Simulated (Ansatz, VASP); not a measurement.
One calculation of ZnH5, two programs

The input INCAR:

```
SYSTEM = ZnH5
PREC     = Accurate       ! precision mode
ENCUT    = 600            ! plane-wave cutoff, eV
EDIFF    = 1E-7           ! SCF threshold, eV
ISMEAR   = 0              ! smearing method
SIGMA    = 0.1            ! smearing width, eV
LREAL    = .FALSE.        ! projectors in reciprocal space
LASPH    = .TRUE.         ! aspherical terms in the spheres
NELM     = 100            ! most SCF steps
ALGO     = Normal         ! electronic algorithm
ISIF     = 3              ! what is computed and relaxed
LWAVE    = .FALSE.        ! write WAVECAR
LCHARG   = .FALSE.        ! write CHGCAR
GGA      = PE             ! functional
IBRION   = 2              ! ionic algorithm
NSW      = 100            ! ionic steps
EDIFFG   = -0.01          ! ionic threshold
```

The input KPOINTS:

```
Automatic mesh
0
G
  12 12 14
  0 0 0
```

Contents of POSCAR:

```
ZnH5
1.0
    3.7108582895      0.0000000000      0.0000000000
   -1.8554291448      3.2136975486      0.0000000000
    0.0000000000      0.0000000000      2.5646360414
Zn H
1 5
Direct
    0.0000000000      0.0000000000      0.0000000000
    0.5000000000      0.0000000000      0.5000000000
    0.5000000000      0.5000000000      0.5000000000
    0.0000000000      0.5000000000      0.5000000000
    0.3333333333      0.6666666667      0.0000000000
    0.6666666667      0.3333333333      0.0000000000
```

Input for Ansatz:

```yaml
crystal:
  lattice:
    - [3.7108582895, 0.0, 0.0]
    - [-1.8554291448, 3.2136975486, 0.0]
    - [0.0, 0.0, 2.5646360414]
  atoms:
    - { symbol: Zn, position: [0.0, 0.0, 0.0] }
    - { symbol: H, position: [0.5, 0.0, 0.5] }
    - { symbol: H, position: [0.5, 0.5, 0.5] }
    - { symbol: H, position: [0.0, 0.5, 0.5] }
    - { symbol: H, position: [0.3333333333, 0.6666666667, 0.0] }
    - { symbol: H, position: [0.6666666667, 0.3333333333, 0.0] }
basis:
  ecutwfc: 420
kpoints:
  mp_grid: { grid: [12, 12, 14] }
hamiltonian:
  xc: pbe
scf:
  occupations: { method: gaussian, width: 0.1 }
output:
  forces: true
  stress: true
  eigenvalues: true
  write_density: true
  write_potential: true
  elf: true
  volumetric_format: npy
relax:
  adjacent_minimum: "off"
  f_tol: 0.01
  max_steps: 80
  cell: { stress_tol: 0.05 }
```

Change from the starting cell: species swapped into the LaIr5 type (P6/mmm, No. 191).

Alike in both runs: task relaxation of cell and atoms; functional PBE; k mesh 12 × 12 × 14; occupations gaussian, width 0.1 eV; no spin polarisation.

```csv
,VASP,Ansatz
version,VASP 6.6.1,Ansatz 0.2.0
potentials or method,"VASP PAW PBE potentials, release 64 (Zn, H), cutoff 600 eV","scalar-relativistic, plane waves, PAW"
valence electrons in the cell,17,17
```

|  | VASP | Ansatz | Ansatz less VASP |
| --- | --- | --- | --- |
| gap on the k mesh at the Fermi level, each at its own relaxed structure (eV) | none | none | - |
| relaxed volume (Å³/atom) | 5.14 | 5.12 | -0.020 |
| relaxed length of the cell vector where the two differ most in proportion (Å) | 3.765 | 3.759 | -0.0059 |

A gap of «none» marks a metal or a gap that the smearing closes.
